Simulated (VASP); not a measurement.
# Os (Cmcm) in VASP: a series of runs

The runs below take Os through single point, with PBEsol.

Everything below comes from runs of VASP 6.6.1. Logs are shortened: lines on timing, memory, paths and dates and some standing lists are left out, and cuts for length are marked.

### Step 1. The cell of the first run

Symmetry: Cmcm, No. 63, orthorhombic system. The conventional cell has a = 2.734 Å, b = 4.688 Å, c = 4.320 Å, α = 90.00°, β = 90.00°, γ = 90.00°. Os (site symmetry m2m) has 12 Os at 2.67 to 2.73 Å within 3.5 Å.

### Step 2. Single point, PBEsol (strain -0.0100 x Voigt [0, 1, 0, 0, 0, 0])

File INCAR:

```
PREC = Accurate ; ENCUT = 520
EDIFF = 1E-6 ; ISMEAR = 0
SIGMA = 0.15 ; LREAL = False
LASPH = True ; NELM = 100
ALGO = Fast ; ISIF = 2
LWAVE = False ; LCHARG = False
GGA = PS ; NBANDS = 15
```

File KPOINTS:

```
regular mesh
0
Gamma
  21 21 12
```

File POSCAR:

```
Os
1.0
    2.7340999755      0.0000000000      0.0000000000
   -1.3670499878      2.3441220349      0.0000000000
    0.0000000000      0.0000000000      4.3197000000
Os
2
Direct
    0.3333333333      0.6666666667      0.2500000000
    0.6666666667      0.3333333333      0.7500000000
```

Potentials or basis: VASP PAW PBE potentials, release 64 (Os).

Started as:

```
$ cat potpaw_PBE.64/Os/POTCAR > POTCAR
$ mpirun -np 1 vasp_std > vasp.out
```

OUTCAR:

```text
PREC = Accurate
   ENCUT = 520
   EDIFF = 1E-6
   ISMEAR = 0
   LREAL = False
   LASPH = True
   NELM = 100
   ISIF = 2
   GGA = PS

 ion  position               nearest neighbor table
   1  0.333  0.667  0.250-   2 2.67   2 2.67   2 2.67   2 2.67   2 2.67   2 2.67
   2  0.667  0.333  0.750-   1 2.67   1 2.67   1 2.67   1 2.67   1 2.67   1 2.67

  Warning from LATTYP: Monoclinic adjustment (A1->A3, A2->A1, A3->A2)!
  LATTYP: Found a base centered orthorhombic cell.
 ALAT       =     2.7340999755
 B/A-ratio  =     1.7147302995
 C/A-ratio  =     1.5799349105

  Lattice vectors:

 A1 = (   1.3670499878,  -2.3441220349,   0.0000000000)
 A2 = (   1.3670499877,   2.3441220349,   0.0000000000)
 A3 = (   0.0000000000,   0.0000000000,   4.3197000000)

Analysis of symmetry for initial positions (statically):
=====================================================================
 Subroutine PRICEL returns:
 Original cell was already a primitive cell.

 Routine SETGRP: Setting up the symmetry group for a
 base centered orthorhombic supercell.

 Subroutine GETGRP returns: Found  8 space group operations
 (whereof  4 operations were pure point group operations)
 out of a pool of  8 trial point group operations.

The static configuration has the point symmetry C_2h.
 The point group associated with its full space group is D_2h.

Analysis of symmetry for dynamics (positions and initial velocities):
=====================================================================
 Subroutine PRICEL returns:
 Original cell was already a primitive cell.

 Routine SETGRP: Setting up the symmetry group for a
 base centered orthorhombic supercell.

 Subroutine GETGRP returns: Found  8 space group operations
 (whereof  4 operations were pure point group operations)
 out of a pool of  8 trial point group operations.

The dynamic configuration has the point symmetry C_2h.
 The point group associated with its full space group is D_2h.

 Subroutine INISYM returns: Found  8 space group operations
 (whereof  4 operations are pure point group operations),
 and found     1 'primitive' translations

----------------------------------------------------------------------------------------

                                     Primitive cell

  volume of cell :      27.6852

  direct lattice vectors                    reciprocal lattice vectors
     2.734099975  0.000000000  0.000000000     0.365751073  0.213299475  0.000000000
    -1.367049988  2.344122035  0.000000000     0.000000000  0.426598951  0.000000000
     0.000000000  0.000000000  4.319700000     0.000000000  0.000000000  0.231497558

  length of vectors
     2.734099975  2.713620051  4.319700000     0.423403488  0.426598951  0.231497558

  position of ions in fractional coordinates (direct lattice)
     0.333333333  0.666666667  0.250000000
     0.666666667  0.333333333  0.750000000

  ion indices of the primitive-cell ions
   primitive index   ion index
                 1           1
                 2           2

----------------------------------------------------------------------------------------

 KPOINTS: regular mesh

Automatic generation of k-mesh.
 Grid dimensions read from file:
 generate k-points for:   21   21   12

 Generating k-lattice:

  Cartesian coordinates                     Fractional coordinates (reciprocal lattice)
     0.017416718  0.010157118  0.000000000     0.047619048  0.000000000  0.000000000
     0.000000000  0.020314236  0.000000000     0.000000000  0.047619048  0.000000000
     0.000000000  0.000000000  0.019291463     0.000000000  0.000000000  0.083333333

  Length of vectors
     0.020162071  0.020314236  0.019291463

  Shift w.r.t. Gamma in fractional coordinates (k-lattice)
     0.000000000  0.000000000  0.000000000

 Subroutine IBZKPT returns following result:
 ===========================================

 Found    847 irreducible k-points:

 Following reciprocal coordinates:
            Coordinates               Weight
  0.000000  0.000000  0.000000      1.000000
  0.047619  0.000000  0.000000      4.000000
  0.095238 -0.000000  0.000000      4.000000
  0.142857  0.000000  0.000000      4.000000
  0.190476 -0.000000  0.000000      4.000000
  0.238095 -0.000000  0.000000      4.000000
[... 16 lines left out ...]
 -0.476190  0.047619  0.000000      4.000000
 -0.428571  0.047619  0.000000      4.000000
 [... further k-points ...]
   k-points           NKPTS =    847   k-points in BZ     NKDIM =    847   number of bands    NBANDS=     15
   number of dos      NEDOS =    301   number of ions     NIONS =      2
   total plane-waves  NPLWV =  12800
   dimension x,y,z NGX =    20 NGY =   20 NGZ =   32
   dimension x,y,z NGXF=    40 NGYF=   40 NGZF=   64
   ions per type =               2
   NGX,Y,Z   is equivalent  to a cutoff of  12.16, 12.25, 12.32 a.u.
   NGXF,Y,Z  is equivalent  to a cutoff of  24.32, 24.51, 24.63 a.u.
 SYSTEM =  unknown system
   PREC   = accura    normal or accurate (medium, high low for compatibility)
   ISTART =      0    job   : 0-new  1-cont  2-samecut
   ICHARG =      2    charge: 1-file 2-atom 10-const
   ISPIN  =      1    spin polarized calculation?
   LNONCOLLINEAR =      F non collinear calculations
   LSORBIT =      F    spin-orbit coupling
   LASPH  =      T    aspherical Exc in radial PAW
   ENCUT  =  520.0 eV  38.22 Ry    6.18 a.u.   5.08  5.05  8.03*2*pi/ulx,y,z
   NELM   =    100;   NELMIN=  2; NELMDL= -5     # of ELM steps
   EDIFF  = 0.1E-05   stopping-criterion for ELM
   LREAL  =      F    real-space projection
   EDIFFG = 0.1E-04   stopping-criterion for IOM
   NSW    =      0    number of steps for IOM
   IBRION =     -1    ionic relax: 0-MD 1-quasi-New 2-CG
   NFREE  =      0    steps in history (QN), initial steepest desc. (CG)
   ISIF   =      2    stress and relaxation
   ISYM   =      2    0-nonsym 1-usesym 2-fastsym
   POTIM  = 0.5000    time-step for ionic-motion
   TEBEG  =    0.0;   TEEND  =   0.0 temperature during run
   PSTRESS=    0.0 pullay stress
   NELECT =      16.0000    total number of electrons
   NUPDOWN=      -1.0000    fix difference up-down
   EMIN   =  10.00;   EMAX   =-10.00  energy-range for DOS
   EFERMI =   0.00;   METHOD = LEGACY
   ISMEAR =     0;   SIGMA  =   0.15  broadening in eV -4-tet -1-fermi 0-gaus
   EFERMI_NEDOS =   21; number of points for ismear=-14 and -15
   IALGO  =     68    algorithm
   IMIX   =      4    mixing-type and parameters
     AMIX     =   0.40;   BMIX     =  1.00
     AMIX_MAG =   1.60;   BMIX_MAG =  1.00
  volume/ion in A,a.u.               =      13.84        93.41
  Fermi-wavevector in a.u.,A,eV,Ry     =   1.363637  2.576900 25.300111  1.859506
  Thomas-Fermi vector in A             =   2.490023
   LORBIT       =      0    0 simple, 1 ext, 2 COOP (PROOUT), +10 PAW based schemes
   GGA     = PS    functional components
   LHFCALC =     F    Hartree Fock is set to
   AEXX    =    0.0000 exact exchange contribution
   IVDW    =     0    specifies the selected vdW correction
   LEPSILON=     F    determine dielectric tensor
   LRPA    =     F    only Hartree local field effects (RPA)
 non-spin polarized calculation
 RMM-DIIS sequential band-by-band and
 Gauss-broadening in eV      SIGMA  =   0.15
  energy-cutoff  :      520.00
  volume of cell :       27.69
 maximum number of plane-waves:       766
   NGX = 11   NGY = 11   NGZ = 17

 number of electron      15.9999998 magnetization

 Free energy of the ion-electron system (eV)
  ---------------------------------------------------
  ext. energy  EPLUGINS =         0.00000000
  ---------------------------------------------------
  free energy    TOTEN  =       -24.48699163 eV

  energy without entropy =      -24.47213663  energy(sigma->0) =      -24.47956413

 E-fermi :   9.4863     XC(G=0): -14.2141

 val. band max:        9.4859452520   @ k =   0.0000   0.3810   0.3333
 cond. band min:       9.4892640014   @ k =   0.4762   0.1429   0.3333
 fundamental gap:      0.0033187494
 Fermi energy:         9.4863073052

 k-point     1 :       0.0000    0.0000    0.0000
  band No.  band energies     occupation
      1      -1.6240      2.00000
      2       1.5332      2.00000
      3       6.2433      2.00000
      4       6.4691      2.00000
      5       6.5499      2.00000
      6       7.0996      2.00000
      7       7.3048      2.00000
      8       7.8972      2.00000
      9       7.9539      2.00000
     10       9.4061      1.55048
     11      11.1575      0.00000
     12      11.2211      0.00000
     13      18.5703      0.00000
     14      23.5247      0.00000
     15      26.1767      0.00000

 k-point     2 :       0.0476    0.0000    0.0000
  band No.  band energies     occupation
      1      -1.5306      2.00000
      2       1.6174      2.00000
      3       6.0533      2.00000
      4       6.5011      2.00000
      5       6.7649      2.00000
      6       7.0660      2.00000
      7       7.3587      2.00000
      8       7.7926      2.00000
      9       7.8779      2.00000
     10       8.9328      2.00000
     11      11.2510      0.00000
     12      11.7820      0.00000
     13      18.5633      0.00000
     14      23.7195      0.00000
     15      26.3027      0.00000

 k-point     3 :       0.0952   -0.0000    0.0000
  band No.  band energies     occupation
      1      -1.2559      2.00000
      2       1.8581      2.00000
      3       5.7109      2.00000
      4       6.7355      2.00000
      5       6.8925      2.00000
      6       7.1023      2.00000
      7       7.3463      2.00000
      8       7.5690      2.00000
      9       7.6877      2.00000
     10       8.3327      2.00000
     11      11.3763      0.00000
     12      12.9010      0.00000
     13      18.5307      0.00000
     14      24.2659      0.00000
     15      26.6500      0.00000
[... 343 lines left out ...]
 k-point    23 :      -0.4762    0.0476    0.0000
  band No.  band energies     occupation
      1       2.1953      2.00000
      2       2.3826      2.00000
      3       2.9628      2.00000
      4       5.9424      2.00000
      5       6.2674      2.00000
      6       6.8116      2.00000
      7       7.4283      2.00000
      8      11.4348      0.00000
      9      11.7659      0.00000
     10      12.1740      0.00000
     11      13.1106      0.00000
     12      16.3464      0.00000
     13      18.6004      0.00000
     14      21.1435      0.00000
     15      21.2979      0.00000

 k-point    24 :      -0.4286    0.0476    0.0000
  band No.  band energies     occupation
      1       2.1309      2.00000
      2       2.4356      2.00000
      3       3.1758      2.00000
      4       5.9093      2.00000
      5       6.0291      2.00000
      6       6.8999      2.00000
      7       7.2177      2.00000
      8      11.0030      0.00000
      9      11.1081      0.00000
     10      12.0507      0.00000
     11      12.1440      0.00000
     12      17.9264      0.00000
     13      18.1621      0.00000
     14      20.6688      0.00000
     15      21.9850      0.00000

 [... further k-points ...]
[... 5 lines left out ...]
  --------------------------------------------------------------------------------------
  -------------------------------------------------------------------------------------
  Total        0.0534027      1.0309182     -0.0502814     -0.0000000      0.0000000      0.0000000
  in kB        3.0904766     59.6604622     -2.9098439     -0.0000000      0.0000000      0.0000000
  external PRESSURE =      19.9470316 kB  Pullay stress =       0.0000000 kB

 VOLUME and BASIS-vectors are now :
 -----------------------------------------------------------------------------
  energy-cutoff  :      520.00
  volume of cell :       27.69
      direct lattice vectors                 reciprocal lattice vectors
     2.734099975  0.000000000  0.000000000     0.365751073  0.213299475  0.000000000
    -1.367049988  2.344122035  0.000000000     0.000000000  0.426598951  0.000000000
     0.000000000  0.000000000  4.319700000     0.000000000  0.000000000  0.231497558

 POSITION                                       TOTAL-FORCE (eV/Angst)
 -----------------------------------------------------------------------------------
     -0.00000      1.56275      1.07993         0.000000     -0.026958     -0.000000
      1.36705      0.78137      3.23977        -0.000000      0.026958      0.000000
 -----------------------------------------------------------------------------------
    total drift:                                0.000000     -0.000000     -0.000000

  FREE ENERGIE OF THE ION-ELECTRON SYSTEM (eV)
  ---------------------------------------------------
  free  energy   TOTEN  =       -24.4869916262 eV

  energy  without entropy=      -24.4721366344  energy(sigma->0) =      -24.47956413
```

Wall time 6.1 min (1 thread of Intel Xeon Platinum 8259CL at 2.50GHz (Skylake/Cascade Lake), shared host); peak memory 0.39 GiB.

Results:

- Free energy: -24.4870 eV
- Pressure: 2.0 GPa
- Largest force: 0.027 eV/Å
- Band gap on the k mesh: zero (bands 8 and 9 overlap by 4.01 eV)

Forces in eV/Å, atoms in the order of the input:
```
Os   0.000 -0.027  0.000
Os   0.000  0.027  0.000
```

Levels at points of the mesh, in eV from the Fermi level:
```csv
k point,band 5,band 6,band 7,band 8,band 9,band 10,band 11,band 12
"(0.00, 0.00, 0.00)",-2.94,-2.39,-2.18,-1.59,-1.53,-0.08,1.67,1.73
"(0.00, 0.00, 0.50)",-3.41,-3.41,-3.21,-3.21,0.86,0.86,0.93,0.93
```

Caveat: the cell differs from its parent crystal (strain -0.0100 x Voigt [0, 1, 0, 0, 0, 0]); the PAW data sets were made with another functional, which shifts forces and pressure a little; spin-orbit coupling is left out, which moves the levels of the heavy elements.

(Continued in part 2 of 2.)
